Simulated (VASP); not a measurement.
# Ta (I4/mmm) in VASP: notebook

The runs below take Ta through single point, with PBE.

All numbers are computed with VASP 6.6.1; they aren't measurements. Logs are shortened: lines on timing, memory, paths and dates and some standing lists are left out, and cuts for length are marked.

### 1 The cell of the first run

It takes space group I4/mmm (No. 139, tetragonal). The conventional cell has a = 2.848 Å, b = 2.848 Å, c = 4.328 Å, α = 90.00°, β = 90.00°, γ = 90.00°. Within 3.8 Å of Ta (site symmetry 4/mmm) lie 12 Ta at 2.85 to 2.96 Å.

### 2 Single point, PBE (17.55 Å³/atom)

Input file INCAR:

```
SYSTEM = Ta
ALGO = Normal ; EDIFF = 1E-6
ENCUT = 520 ; GGA = PE
ISIF = 2 ; ISMEAR = 0
LASPH = .True. ; LCHARG = .True.
LELF = .True. ; LREAL = .False.
LVHAR = .True. ; LWAVE = .False.
NBANDS = 12 ; NELM = 60
PREC = Accurate ; SIGMA = 0.15
```

Input file KPOINTS:

```
k-points
0
Gamma
  20 20 20
  0 0 0
```

Input file POSCAR:

```
Ta
1.0
   -1.4238956821      1.4238956821      2.1638942682
    1.4238956821     -1.4238956821      2.1638942682
    1.4238956821      1.4238956821     -2.1638942682
Ta
1
Direct
    0.0000000000      0.0000000000      0.0000000000
```

Potentials or basis: VASP PAW PBE potentials, release 64 (Ta_pv).

Started as:

```
cat potpaw_PBE.64/Ta_pv/POTCAR > POTCAR
mpirun -np 1 vasp_std > vasp.out
```

OUTCAR:

```text
SYSTEM = Ta
   EDIFF = 1E-6
   ENCUT = 520
   GGA = PE
   ISIF = 2
   ISMEAR = 0
   LASPH = .True.
   LREAL = .False.
   NELM = 60
   PREC = Accurate

 ion  position               nearest neighbor table
   1  0.000  0.000  0.000-

  LATTYP: Found a body centered tetragonal cell.
 ALAT       =     2.8477913642
 C/A-ratio  =     1.5197000001

  Lattice vectors:

 A1 = (  -1.4238956821,   1.4238956821,   2.1638942682)
 A2 = (   1.4238956821,  -1.4238956821,   2.1638942682)
 A3 = (   1.4238956821,   1.4238956821,  -2.1638942682)

Analysis of symmetry for initial positions (statically):
=====================================================================
 Subroutine PRICEL returns:
 Original cell was already a primitive cell.

 Routine SETGRP: Setting up the symmetry group for a
 body centered tetragonal supercell.

 Subroutine GETGRP returns: Found 16 space group operations
 (whereof 16 operations were pure point group operations)
 out of a pool of 16 trial point group operations.

The static configuration has the point symmetry D_4h.

Analysis of symmetry for dynamics (positions and initial velocities):
=====================================================================
 Subroutine PRICEL returns:
 Original cell was already a primitive cell.

 Routine SETGRP: Setting up the symmetry group for a
 body centered tetragonal supercell.

 Subroutine GETGRP returns: Found 16 space group operations
 (whereof 16 operations were pure point group operations)
 out of a pool of 16 trial point group operations.

The dynamic configuration has the point symmetry D_4h.

 Subroutine INISYM returns: Found 16 space group operations
 (whereof 16 operations are pure point group operations),
 and found     1 'primitive' translations

----------------------------------------------------------------------------------------

                                     Primitive cell

  volume of cell :      17.5490

  direct lattice vectors                    reciprocal lattice vectors
    -1.423895682  1.423895682  2.163894268     0.000000000  0.351149320  0.231064894
     1.423895682 -1.423895682  2.163894268     0.351149320  0.000000000  0.231064894
     1.423895682  1.423895682 -2.163894268     0.351149320  0.351149320  0.000000000

  length of vectors
     2.955908698  2.955908698  2.955908698     0.420353220  0.420353220  0.496600130

  position of ions in fractional coordinates (direct lattice)
     0.000000000  0.000000000  0.000000000

  ion indices of the primitive-cell ions
   primitive index   ion index
                 1           1

----------------------------------------------------------------------------------------

 KPOINTS: k-points

Automatic generation of k-mesh.
 Grid dimensions read from file:
 generate k-points for:   20   20   20

 Generating k-lattice:

  Cartesian coordinates                     Fractional coordinates (reciprocal lattice)
     0.000000000  0.017557466  0.011553245     0.050000000  0.000000000 -0.000000000
     0.017557466  0.000000000  0.011553245     0.000000000  0.050000000 -0.000000000
     0.017557466  0.017557466  0.000000000     0.000000000  0.000000000  0.050000000

  Length of vectors
     0.021017661  0.021017661  0.024830007

  Shift w.r.t. Gamma in fractional coordinates (k-lattice)
     0.000000000  0.000000000  0.000000000

 Subroutine IBZKPT returns following result:
 ===========================================

 Found    641 irreducible k-points:

 Following reciprocal coordinates:
            Coordinates               Weight
  0.000000  0.000000  0.000000      1.000000
  0.050000  0.000000 -0.000000      8.000000
  0.100000 -0.000000  0.000000      8.000000
  0.150000 -0.000000  0.000000      8.000000
  0.200000 -0.000000  0.000000      8.000000
  0.250000 -0.000000  0.000000      8.000000
[... 16 lines left out ...]
 -0.400000  0.050000  0.000000     16.000000
 -0.350000  0.050000 -0.000000     16.000000
 [... further k-points ...]
   k-points           NKPTS =    641   k-points in BZ     NKDIM =    641   number of bands    NBANDS=     12
   number of dos      NEDOS =    301   number of ions     NIONS =      1
   total plane-waves  NPLWV =  13824
   dimension x,y,z NGX =    24 NGY =   24 NGZ =   24
   dimension x,y,z NGXF=    48 NGYF=   48 NGZF=   48
   ions per type =               1
   NGX,Y,Z   is equivalent  to a cutoff of  13.50, 13.50, 13.50 a.u.
   NGXF,Y,Z  is equivalent  to a cutoff of  27.00, 27.00, 27.00 a.u.
 SYSTEM =  Ta
   PREC   = accura    normal or accurate (medium, high low for compatibility)
   ISTART =      0    job   : 0-new  1-cont  2-samecut
   ICHARG =      2    charge: 1-file 2-atom 10-const
   ISPIN  =      1    spin polarized calculation?
   LNONCOLLINEAR =      F non collinear calculations
   LSORBIT =      F    spin-orbit coupling
   LASPH  =      T    aspherical Exc in radial PAW
   ENCUT  =  520.0 eV  38.22 Ry    6.18 a.u.   5.50  5.50  5.50*2*pi/ulx,y,z
   NELM   =     60;   NELMIN=  2; NELMDL= -5     # of ELM steps
   EDIFF  = 0.1E-05   stopping-criterion for ELM
   LREAL  =      F    real-space projection
[... 7 lines left out ...]
   TEBEG  =    0.0;   TEEND  =   0.0 temperature during run
   PSTRESS=    0.0 pullay stress
   NELECT =      11.0000    total number of electrons
   NUPDOWN=      -1.0000    fix difference up-down
   EMIN   =  10.00;   EMAX   =-10.00  energy-range for DOS
   EFERMI =   0.00;   METHOD = LEGACY
   ISMEAR =     0;   SIGMA  =   0.15  broadening in eV -4-tet -1-fermi 0-gaus
   EFERMI_NEDOS =   21; number of points for ismear=-14 and -15
   IALGO  =     38    algorithm
   IMIX   =      4    mixing-type and parameters
     AMIX     =   0.40;   BMIX     =  1.00
     AMIX_MAG =   1.60;   BMIX_MAG =  1.00
  volume/ion in A,a.u.               =      17.55       118.43
  Fermi-wavevector in a.u.,A,eV,Ry     =   1.401054  2.647609 26.707595  1.962953
  Thomas-Fermi vector in A             =   2.523954
   LORBIT       =      0    0 simple, 1 ext, 2 COOP (PROOUT), +10 PAW based schemes
   GGA     = PE    functional components
   LHFCALC =     F    Hartree Fock is set to
   AEXX    =    0.0000 exact exchange contribution
   IVDW    =     0    specifies the selected vdW correction
   LEPSILON=     F    determine dielectric tensor
   LRPA    =     F    only Hartree local field effects (RPA)
 non-spin polarized calculation
 Gauss-broadening in eV      SIGMA  =   0.15
  energy-cutoff  :      520.00
  volume of cell :       17.55
 maximum number of plane-waves:       493
 NGX is ok and might be reduce to    24
   NGX = 11   NGY = 11   NGZ = 11

 number of electron      10.9999999 magnetization

 Free energy of the ion-electron system (eV)
  ---------------------------------------------------
  ext. energy  EPLUGINS =         0.00000000
  ---------------------------------------------------
  free energy    TOTEN  =       -11.54997428 eV

  energy without entropy =      -11.53542326  energy(sigma->0) =      -11.54269877

 E-fermi :   6.0658     XC(G=0): -12.7517

 val. band max:        6.0656555620   @ k =   0.4000   0.1500   0.1000
 cond. band min:       6.0662152952   @ k =  -0.4000   0.0500   0.0000
 fundamental gap:      0.0005597332
 Fermi energy:         6.0658150294

 k-point     1 :       0.0000    0.0000    0.0000
  band No.  band energies     occupation
      1     -27.2863      2.00000
      2     -27.2577      2.00000
      3     -27.2577      2.00000
      4      -2.3167      2.00000
      5       5.8726      1.93144
      6       6.9012      0.00000
      7       6.9012      0.00000
      8       8.9873      0.00000
      9      10.5261      0.00000
     10      18.8307      0.00000
     11      20.4693      0.00000
     12      22.4860      0.00000

 k-point     2 :       0.0500    0.0000   -0.0000
  band No.  band energies     occupation
      1     -27.3063      2.00000
      2     -27.2777      2.00000
      3     -27.2603      2.00000
      4      -2.2067      2.00000
      5       5.8895      1.90349
      6       6.8339      0.00000
      7       6.9548      0.00000
      8       8.9531      0.00000
      9      10.4519      0.00000
     10      19.0645      0.00000
     11      20.4691      0.00000
     12      22.5204      0.00000

 k-point     3 :       0.1000   -0.0000    0.0000
  band No.  band energies     occupation
      1     -27.3995      2.00000
      2     -27.2995      2.00000
      3     -27.2679      2.00000
      4      -1.8863      2.00000
      5       5.8851      1.91155
      6       6.6976      0.00000
      7       7.1035      0.00000
      8       8.8891      0.00000
      9      10.2605      0.00000
     10      19.6972      0.00000
     11      20.4685      0.00000
     12      22.1864      0.00000
[... 286 lines left out ...]
 k-point    23 :      -0.4000    0.0500    0.0000
  band No.  band energies     occupation
      1     -28.3989      2.00000
      2     -27.4871      2.00000
      3     -27.3650      2.00000
      4       1.1528      2.00000
      5       5.8890      1.90448
      6       6.0662      0.99699
      7       6.9627      0.00000
      8      11.2226      0.00000
      9      11.9034      0.00000
     10      17.5840      0.00000
     11      20.3283      0.00000
     12      20.5339      0.00000

 k-point    24 :      -0.3500    0.0500   -0.0000
  band No.  band energies     occupation
      1     -28.2561      2.00000
      2     -27.4618      2.00000
      3     -27.3496      2.00000
      4       0.8891      2.00000
      5       5.4631      2.00000
      6       6.2277      0.12705
      7       7.1247      0.00000
      8      10.5243      0.00000
      9      11.2259      0.00000
     10      18.0544      0.00000
     11      20.4663      0.00000
     12      21.8777      0.00000

 [... further k-points ...]

------------------------ aborting loop because EDIFF is reached ----------------------------------------

  FORCE on cell =-STRESS in cart. coord.  units (eV):
  Direction    XX          YY          ZZ          XY          YZ          ZX
  --------------------------------------------------------------------------------------
  -------------------------------------------------------------------------------------
  Total        1.2212014      1.2212014      2.2764631      0.0000000     -0.0000000      0.0000000
  in kB      111.4924565    111.4924565    207.8350652      0.0000000     -0.0000000      0.0000000
  external PRESSURE =     143.6066594 kB  Pullay stress =       0.0000000 kB

 VOLUME and BASIS-vectors are now :
 -----------------------------------------------------------------------------
  energy-cutoff  :      520.00
  volume of cell :       17.55
      direct lattice vectors                 reciprocal lattice vectors
    -1.423895682  1.423895682  2.163894268     0.000000000  0.351149320  0.231064894
     1.423895682 -1.423895682  2.163894268     0.351149320  0.000000000  0.231064894
     1.423895682  1.423895682 -2.163894268     0.351149320  0.351149320  0.000000000

 POSITION                                       TOTAL-FORCE (eV/Angst)
 -----------------------------------------------------------------------------------
      0.00000      0.00000      0.00000        -0.000000      0.000000     -0.000000
 -----------------------------------------------------------------------------------
    total drift:                                0.000000      0.000000     -0.000000

  FREE ENERGIE OF THE ION-ELECTRON SYSTEM (eV)
  ---------------------------------------------------
  free  energy   TOTEN  =       -11.5499742792 eV

  energy  without entropy=      -11.5354232633  energy(sigma->0) =      -11.54269877
```

It took 2.1 min on 1 thread of Intel Xeon 8259CL, shared host; peak memory 0.25 GiB.

What came out:

```yaml
Free_energy: -11.5500 eV
Pressure: 14.4 GPa
Band_gap_on_the_k_mesh: zero (an odd number of electrons rules out a gap without spin polarisation)
```

Levels at points of the mesh, in eV from the Fermi level:
```tsv
k point	band 1	band 2	band 3	band 4	band 5	band 6	band 7	band 8	band 9	band 10
(0.00, 0.00, 0.00)	-33.35	-33.32	-33.32	-8.38	-0.19	0.84	0.84	2.92	4.46	12.76
(0.50, 0.00, 0.00)	-34.62	-33.57	-33.43	-4.87	-0.32	0.75	0.97	6.02	6.57	11.11
(0.50, 0.50, 0.00)	-34.54	-33.94	-33.75	-4.73	-3.67	3.80	6.11	6.45	7.67	10.87
(0.50, 0.50, 0.50)	-34.50	-33.68	-33.68	-4.81	-3.55	2.45	6.42	7.03	7.03	12.44
```

Caveat: the cell stands under pressure; spin-orbit coupling is left out, which moves the levels of the heavy elements.

### 3 Single point, PBE (17.91 Å³/atom)

This run uses another cell than the first one, of 17.91 Å³/atom.

Input file INCAR:

```
ALGO = Fast
EDIFF = 1E-7
ENCUT = 520
GGA = PE
ISIF = 2
ISMEAR = 0
LASPH = True
LCHARG = False
LREAL = False
LWAVE = False
NBANDS = 12
NELM = 80
PREC = Accurate
SIGMA = 0.15
```

Input file KPOINTS:

```
k-points
0
Gamma
  20 20 20
```

Input file POSCAR:

```
Ta
1.0
   -1.4625873839      1.4625873839      2.0936938401
    1.4625873839     -1.4625873839      2.0936938401
    1.4625873839      1.4625873839     -2.0936938401
Ta
1
Direct
    0.0000000000      0.0000000000      0.0000000000
```

Potentials or basis: VASP PAW PBE potentials, release 64 (Ta_pv).

Started as:

```
cat potpaw_PBE.64/Ta_pv/POTCAR > POTCAR
mpirun -np 1 vasp_std > vasp.out
```

OUTCAR:

```text
EDIFF = 1E-7
   ENCUT = 520
   GGA = PE
   ISIF = 2
   ISMEAR = 0
   LASPH = True
   LREAL = False
   NELM = 80
   PREC = Accurate

 ion  position               nearest neighbor table
   1  0.000  0.000  0.000-

  LATTYP: Found a body centered tetragonal cell.
 ALAT       =     2.9251747678
 C/A-ratio  =     1.4315000000

  Lattice vectors:

 A1 = (  -1.4625873839,   1.4625873839,   2.0936938401)
 A2 = (   1.4625873839,  -1.4625873839,   2.0936938401)
 A3 = (   1.4625873839,   1.4625873839,  -2.0936938401)
[... 540 lines left out ...]
     12      21.4730      0.00000

 [... further k-points ...]

------------------------ aborting loop because EDIFF is reached ----------------------------------------

  FORCE on cell =-STRESS in cart. coord.  units (eV):
  Direction    XX          YY          ZZ          XY          YZ          ZX
  --------------------------------------------------------------------------------------
  -------------------------------------------------------------------------------------
  Total        1.1136519      1.1136519      1.3052710      0.0000000      0.0000000     -0.0000000
  in kB       99.5963106     99.5963106    116.7332201      0.0000000      0.0000000     -0.0000000
  external PRESSURE =     105.3086138 kB  Pullay stress =       0.0000000 kB

 VOLUME and BASIS-vectors are now :
 -----------------------------------------------------------------------------
  energy-cutoff  :      520.00
  volume of cell :       17.91
      direct lattice vectors                 reciprocal lattice vectors
    -1.462587384  1.462587384  2.093693840     0.000000000  0.341859916  0.238812376
     1.462587384 -1.462587384  2.093693840     0.341859916  0.000000000  0.238812376
     1.462587384  1.462587384 -2.093693840     0.341859916  0.341859916  0.000000000

 POSITION                                       TOTAL-FORCE (eV/Angst)
 -----------------------------------------------------------------------------------
      0.00000      0.00000      0.00000        -0.000000      0.000000      0.000000
 -----------------------------------------------------------------------------------
    total drift:                                0.000000      0.000000     -0.000000

  FREE ENERGIE OF THE ION-ELECTRON SYSTEM (eV)
  ---------------------------------------------------
  free  energy   TOTEN  =       -11.5524568335 eV

  energy  without entropy=      -11.5394928973  energy(sigma->0) =      -11.54597487
```

stdout:

```text
POSCAR found type information on POSCAR Ta
 POSCAR found :  1 types and       1 ions
 scaLAPACK will be used
 LDA part: xc-table for (Slater+PW92), standard interpolation
 POSCAR, INCAR and KPOINTS ok, starting setup
 FFT: planning ... GRIDC
 FFT: planning ... GRID_SOFT
 FFT: planning ... GRID
 WAVECAR not read
 entering main loop
WARNING in EDDRMM: call to ZHEGV failed, returncode =   8  4     11
WARNING in EDDRMM: call to ZHEGV failed, returncode =   8  4     11
WARNING in EDDRMM: call to ZHEGV failed, returncode =   8  4     11
WARNING in EDDRMM: call to ZHEGV failed, returncode =   8  4     11
```

Wall time 1.7 min (1 thread of Intel Xeon 8259CL, shared host); peak memory 0.26 GiB.

Results:

```
Free energy            : -11.5525 eV
Pressure               : 10.5 GPa
Band gap on the k mesh : zero (an odd number of electrons rules out a gap without spin polarisation)
```

Stress tensor (GPa, compression positive):
```
 9.96  0.00  0.00
 0.00  9.96  0.00
 0.00  0.00 11.67
```

Levels at points of the mesh, in eV from the Fermi level:
```csv
k point,band 2,band 3,band 4,band 5,band 6,band 7,band 8,band 9
"(0.00, 0.00, 0.00)",-33.45,-33.45,-8.33,0.32,0.48,0.48,3.50,3.74
"(0.50, 0.00, 0.00)",-33.62,-33.60,-4.82,0.09,0.27,0.84,6.07,6.17
"(0.50, 0.50, 0.00)",-33.90,-33.87,-4.66,-3.59,3.24,6.10,6.77,6.95
"(0.50, 0.50, 0.50)",-33.87,-33.87,-4.67,-3.56,3.02,6.12,6.86,6.86
```

Caveat: the cell stands under pressure; spin-orbit coupling is left out, which moves the levels of the heavy elements.

(Continued in part 2 of 2.)
